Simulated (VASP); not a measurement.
# Os (P6_3/mmc) in VASP: further runs, part 2 of 2

VASP 6.6.1. Earlier steps stand in the parts before.

### Step 3. Single point, r2SCAN

The input, POSCAR:

```
Os
1.0
    2.7393806551      0.0000000000      0.0000000000
   -1.3696903275      2.3723732379      0.0000000000
    0.0000000000      0.0000000000      4.3138178725
Os
2
Direct
    0.3333333333      0.6666666667      0.2500000000
    0.6666666667      0.3333333333      0.7500000000
```

The input, INCAR.step1:

```
  PREC = Accurate
  ENCUT = 620
  ISMEAR = 0
  SIGMA = 0.1
  LREAL = False
  LASPH = True
  NELM = 120
  NBANDS = 23
  GGA = PE
  ALGO = Normal
  EDIFF = 1E-5
  LWAVE = True
  LCHARG = False
  GGA_COMPAT = False
```

The input, INCAR.step2:

```
  PREC = Accurate
  ENCUT = 620
  EDIFF = 1E-6
  ISMEAR = 0
  SIGMA = 0.1
  LREAL = False
  LASPH = True
  NELM = 120
  ALGO = Normal
  ISIF = 2
  LWAVE = False
  LCHARG = False
  METAGGA = R2SCAN
  LMIXTAU = True
  NBANDS = 23
  ISTART = 1
  GGA_COMPAT = False
```

The input, KPOINTS:

```
Automatic mesh
0
Gamma
  13 13 7
```

Potentials or basis: VASP PAW PBE potentials, release 64 (Os_sv_GW).

Run with:

```sh
cat potpaw_PBE.64/Os_sv_GW/POTCAR > POTCAR
cp INCAR.step1 INCAR
mpirun -np 1 vasp_std > vasp.out
cp INCAR.step2 INCAR
mpirun -np 1 vasp_std > vasp.out
```

OUTCAR:

```text
PREC = Accurate
   ENCUT = 620
   EDIFF = 1E-6
   ISMEAR = 0
   LREAL = False
   LASPH = True
   NELM = 120
   ISIF = 2
   METAGGA = R2SCAN
   ISTART = 1

 ion  position               nearest neighbor table
   1  0.333  0.667  0.250-   2 2.67   2 2.67   2 2.67   2 2.67   2 2.67   2 2.67
   2  0.667  0.333  0.750-   1 2.67   1 2.67   1 2.67   1 2.67   1 2.67   1 2.67

  LATTYP: Found a hexagonal cell.
 ALAT       =     2.7393806551
 C/A-ratio  =     1.5747420368

  Lattice vectors:

 A1 = (   2.7393806551,   0.0000000000,   0.0000000000)
 A2 = (  -1.3696903275,   2.3723732379,   0.0000000000)
 A3 = (   0.0000000000,   0.0000000000,   4.3138178725)

Analysis of symmetry for initial positions (statically):
=====================================================================
 Subroutine PRICEL returns:
 Original cell was already a primitive cell.

 Routine SETGRP: Setting up the symmetry group for a
 hexagonal supercell.

 Subroutine GETGRP returns: Found 24 space group operations
 (whereof 12 operations were pure point group operations)
 out of a pool of 24 trial point group operations.

The static configuration has the point symmetry D_3d.
 The point group associated with its full space group is D_6h.

Analysis of symmetry for dynamics (positions and initial velocities):
=====================================================================
 Subroutine PRICEL returns:
 Original cell was already a primitive cell.

 Routine SETGRP: Setting up the symmetry group for a
 hexagonal supercell.

 Subroutine GETGRP returns: Found 24 space group operations
 (whereof 12 operations were pure point group operations)
 out of a pool of 24 trial point group operations.

The dynamic configuration has the point symmetry D_3d.
 The point group associated with its full space group is D_6h.

 Subroutine INISYM returns: Found 24 space group operations
 (whereof 12 operations are pure point group operations),
 and found     1 'primitive' translations

[... 110 lines left out ...]
   EFERMI_NEDOS =   21; number of points for ismear=-14 and -15
   IALGO  =     38    algorithm
   IMIX   =      4    mixing-type and parameters
     AMIX     =   0.40;   BMIX     =  1.00
     AMIX_MAG =   1.60;   BMIX_MAG =  1.00
  volume/ion in A,a.u.               =      14.02        94.59
  Fermi-wavevector in a.u.,A,eV,Ry     =   1.710904  3.233141 39.826893  2.927194
  Thomas-Fermi vector in A             =   2.789117
   LORBIT       =      0    0 simple, 1 ext, 2 COOP (PROOUT), +10 PAW based schemes
   METAGGA = R2SCAN    functional components
   LHFCALC =     F    Hartree Fock is set to
   AEXX    =    0.0000 exact exchange contribution
   IVDW    =     0    specifies the selected vdW correction
   LEPSILON=     F    determine dielectric tensor
   LRPA    =     F    only Hartree local field effects (RPA)
 non-spin polarized calculation
 Gauss-broadening in eV      SIGMA  =   0.10
  energy-cutoff  :      620.00
  volume of cell :       28.03
 maximum number of plane-waves:      1008
 NGX is ok and might be reduce to    24
   NGX = 11   NGY = 11   NGZ = 17

 number of electron      32.0000000 magnetization

 Free energy of the ion-electron system (eV)
  ---------------------------------------------------
  ext. energy  EPLUGINS =         0.00000000
  ---------------------------------------------------
  free energy    TOTEN  =      -108.18898868 eV

  energy without entropy =     -108.18376908  energy(sigma->0) =     -108.18637888

 E-fermi :  13.6186     XC(G=0): -16.0048

 val. band max:       13.5917768313   @ k =   0.3077   0.3077   0.2857
 cond. band min:      13.6878801501   @ k =   0.4615   0.0769   0.4286
 fundamental gap:      0.0961033188
 Fermi energy:        13.6185711499

 k-point     1 :       0.0000    0.0000    0.0000
  band No.  band energies     occupation
      1     -75.2165      2.00000
      2     -75.0849      2.00000
      3     -34.5871      2.00000
      4     -33.5953      2.00000
      5     -33.5953      2.00000
      6     -33.4043      2.00000
[... 613 lines left out ...]
     22      28.8099      0.00000
     23      30.9399      0.00000

 [... further k-points ...]

------------------------ aborting loop because EDIFF is reached ----------------------------------------

  FORCE on cell =-STRESS in cart. coord.  units (eV):
  Direction    XX          YY          ZZ          XY          YZ          ZX
  --------------------------------------------------------------------------------------
  -------------------------------------------------------------------------------------
  Total       -0.1645641     -0.1645641     -0.1793619     -0.0000000      0.0000000      0.0000000
  in kB       -9.4047753     -9.4047753    -10.2504638     -0.0000000      0.0000000      0.0000000
  external PRESSURE =      -9.6866715 kB  Pullay stress =       0.0000000 kB

 VOLUME and BASIS-vectors are now :
 -----------------------------------------------------------------------------
  energy-cutoff  :      620.00
  volume of cell :       28.03
      direct lattice vectors                 reciprocal lattice vectors
     2.739380655  0.000000000  0.000000000     0.365046018  0.210759417  0.000000000
    -1.369690328  2.372373238  0.000000000     0.000000000  0.421518834  0.000000000
     0.000000000  0.000000000  4.313817872     0.000000000  0.000000000  0.231813217

 POSITION                                       TOTAL-FORCE (eV/Angst)
 -----------------------------------------------------------------------------------
     -0.00000      1.58158      1.07845        -0.000000      0.000000      0.000000
      1.36969      0.79079      3.23536         0.000000     -0.000000      0.000000
 -----------------------------------------------------------------------------------
    total drift:                                0.000000     -0.000000      0.000000

  FREE ENERGIE OF THE ION-ELECTRON SYSTEM (eV)
  ---------------------------------------------------
  free  energy   TOTEN  =      -108.1889886757 eV

  energy  without entropy=     -108.1837690785  energy(sigma->0) =     -108.18637888
```

OUTCAR.step1:

```text
PREC = Accurate
   ENCUT = 620
   ISMEAR = 0
   LREAL = False
   LASPH = True
[... 849 lines left out ...]
     -0.00000      1.58158      1.07845         0.000000      0.000000      0.000000
      1.36969      0.79079      3.23536        -0.000000     -0.000000      0.000000
 -----------------------------------------------------------------------------------
    total drift:                                0.000000     -0.000000      0.000000

  FREE ENERGIE OF THE ION-ELECTRON SYSTEM (eV)
  ---------------------------------------------------
  free  energy   TOTEN  =       -24.7273972825 eV

  energy  without entropy=      -24.7225616147  energy(sigma->0) =      -24.72497945
```

OSZICAR.step1:

```text
N       E                     dE             d eps       ncg     rms          rms(c)
DAV:   1     0.349427959158E+03    0.34943E+03   -0.25021E+04  3960   0.171E+03
DAV:   2    -0.154258356944E+02   -0.36485E+03   -0.34942E+03  4636   0.501E+02
DAV:   3    -0.269058493641E+02   -0.11480E+02   -0.11391E+02  4740   0.858E+01
DAV:   4    -0.269499651976E+02   -0.44116E-01   -0.44108E-01  4214   0.605E+00
DAV:   5    -0.269501219065E+02   -0.15671E-03   -0.15670E-03  4754   0.333E-01    0.106E+02
DAV:   6    -0.249948405203E+02    0.19553E+01   -0.30876E+00  4263   0.134E+01    0.549E+01
DAV:   7    -0.247593283609E+02    0.23551E+00   -0.14123E+00  4585   0.861E+00    0.114E+01
DAV:   8    -0.247282397244E+02    0.31089E-01   -0.12889E-01  4221   0.328E+00    0.143E+00
DAV:   9    -0.247275694332E+02    0.67029E-03   -0.20425E-03  4593   0.371E-01    0.592E-01
DAV:  10    -0.247273908555E+02    0.17858E-03   -0.22825E-04  4235   0.177E-01    0.384E-01
DAV:  11    -0.247273972825E+02   -0.64270E-05   -0.21216E-06  2695   0.171E-02
   1 F= -.24727397E+02 E0= -.24724979E+02  d E =-.483567E-02
```

It took 2 min on 1 thread of Intel Xeon 6975P-C (Granite Rapids), shared host; peak memory 0.21 GiB.

Results:

```yaml
Free_energy: -108.1890 eV
Pressure: -1.0 GPa
Band_gap_on_the_k_mesh: zero (bands 16 and 17 overlap by 3.99 eV)
```

Stress tensor (GPa, compression positive):
```
-0.94  0.00  0.00
 0.00 -0.94  0.00
 0.00  0.00 -1.03
```

Levels at points of the mesh, in eV from the Fermi level:
| k point | band 13 | band 14 | band 15 | band 16 | band 17 | band 18 | band 19 | band 20 |
| --- | --- | --- | --- | --- | --- | --- | --- | --- |
| (0.00, 0.00, 0.00) | -2.92 | -2.36 | -2.36 | -1.73 | -1.73 | -0.06 | 1.68 | 1.68 |

Caveat: the PAW data sets were made with another functional, which shifts forces and pressure a little; spin-orbit coupling is left out, which moves the levels of the heavy elements.

### Step 4. Single point, r2SCAN

POSCAR is that of step 3.

The input, INCAR.step1:

```
SYSTEM = Os
PREC = Accurate
ENCUT = 620
ISMEAR = 1
SIGMA = 0.1
LREAL = .False.
LASPH = .True.
NELM = 120
NBANDS = 23
GGA = PE
ALGO = Normal
EDIFF = 1E-5
LWAVE = .True.
LCHARG = .False.
GGA_COMPAT = .False.
```

The input, INCAR.step2:

```
SYSTEM = Os
PREC = Accurate
ENCUT = 620
EDIFF = 1E-6
ISMEAR = 1
SIGMA = 0.1
LREAL = .False.
LASPH = .True.
NELM = 120
ALGO = Normal
ISIF = 2
LWAVE = .False.
LCHARG = .False.
METAGGA = R2SCAN
LMIXTAU = .True.
NBANDS = 23
ISTART = 1
GGA_COMPAT = .False.
```

The input, KPOINTS:

```
regular mesh
0
Gamma
  13 13 7
  0 0 0
```

Run with:

```sh
cat potpaw_PBE.64/Os_sv_GW/POTCAR > POTCAR
cp INCAR.step1 INCAR
mpirun -np 1 vasp_std > vasp.out
cp INCAR.step2 INCAR
mpirun -np 1 vasp_std > vasp.out
```

Wall time 2.2 min (1 thread of Intel Xeon Platinum 8488C (Sapphire Rapids), shared host); peak memory 0.21 GiB.

The run converged. Its results:

```
Free energy            : -108.1863 eV
Pressure               : -1.0 GPa
Band gap on the k mesh : zero (bands 16 and 17 overlap by 3.99 eV)
```

Stress tensor (GPa, compression positive):
```
-0.96  0.00  0.00
 0.00 -0.96  0.00
 0.00  0.00 -1.09
```

Levels at points of the mesh, in eV from the Fermi level:
| k point | band 13 | band 14 | band 15 | band 16 | band 17 | band 18 | band 19 | band 20 |
| --- | --- | --- | --- | --- | --- | --- | --- | --- |
| (0.00, 0.00, 0.00) | -2.90 | -2.35 | -2.35 | -1.72 | -1.72 | -0.05 | 1.69 | 1.69 |

Caveat: the PAW data sets were made with another functional, which shifts forces and pressure a little; spin-orbit coupling is left out, which moves the levels of the heavy elements.

### Step 5. Single point, r2SCAN

POSCAR is that of step 4.

The input, INCAR.step1:

```
SYSTEM = Os
  PREC = Accurate
  ENCUT = 620
  ISMEAR = -1
  SIGMA = 0.1
  LREAL = .False.
  LASPH = .True.
  NELM = 120
  NBANDS = 23
  GGA = PE
  ALGO = Normal
  EDIFF = 1E-5
  LWAVE = .True.
  LCHARG = .False.
  GGA_COMPAT = .False.
```

The input, INCAR.step2:

```
SYSTEM = Os
  PREC = Accurate
  ENCUT = 620
  EDIFF = 1E-6
  ISMEAR = -1
  SIGMA = 0.1
  LREAL = .False.
  LASPH = .True.
  NELM = 120
  ALGO = Normal
  ISIF = 2
  LWAVE = .False.
  LCHARG = .False.
  METAGGA = R2SCAN
  LMIXTAU = .True.
  NBANDS = 23
  ISTART = 1
  GGA_COMPAT = .False.
```

KPOINTS is that of step 4.

Run with:

```sh
cat potpaw_PBE.64/Os_sv_GW/POTCAR > POTCAR
cp INCAR.step1 INCAR
mpirun -np 1 vasp_std > vasp.out
cp INCAR.step2 INCAR
mpirun -np 1 vasp_std > vasp.out
```

It took 4.3 min on 1 thread of AMD EPYC 7R13 (Zen 3), shared host; peak memory 0.18 GiB.

The run converged. Its results:

```yaml
Free_energy: -108.2041 eV
Pressure: -0.8 GPa
Band_gap_on_the_k_mesh: zero (bands 16 and 17 overlap by 3.99 eV)
```

Levels at points of the mesh, in eV from the Fermi level:
| k point | band 12 | band 13 | band 14 | band 15 | band 16 | band 17 | band 18 | band 19 | band 20 | band 21 |
| --- | --- | --- | --- | --- | --- | --- | --- | --- | --- | --- |
| (0.00, 0.00, 0.00) | -3.23 | -2.92 | -2.36 | -2.36 | -1.73 | -1.73 | -0.06 | 1.68 | 1.68 | 9.47 |

Caveat: the PAW data sets were made with another functional, which shifts forces and pressure a little; spin-orbit coupling is left out, which moves the levels of the heavy elements.

### Step 6. The runs side by side

| k mesh | smearing | gap on the mesh (eV) | pressure (GPa) |
| --- | --- | --- | --- |
| 8 × 8 × 5 | fermi-dirac 0.1 eV | none | -1.3 |
| 13 × 13 × 7 | gaussian 0.1 eV | none | -1.0 |
| 13 × 13 × 7 | methfessel-paxton 0.1 eV | none | -1.0 |
| 13 × 13 × 7 | fermi-dirac 0.1 eV | none | -0.8 |

Alike in all rows: task single point; level r2SCAN; potentials or basis VASP PAW PBE potentials, release 64 (Os_sv_GW); no spin polarisation; cell as given; cutoff (eV) 620.

Caveats: the PAW data sets were made with another functional, which shifts forces and pressure a little; spin-orbit coupling is left out, which moves the levels of the heavy elements.

Total energies depend on the potentials used, so only differences within one code and one set of settings carry meaning.

The gap in the log of VASP goes by the Fermi energy; the results here count the filled bands.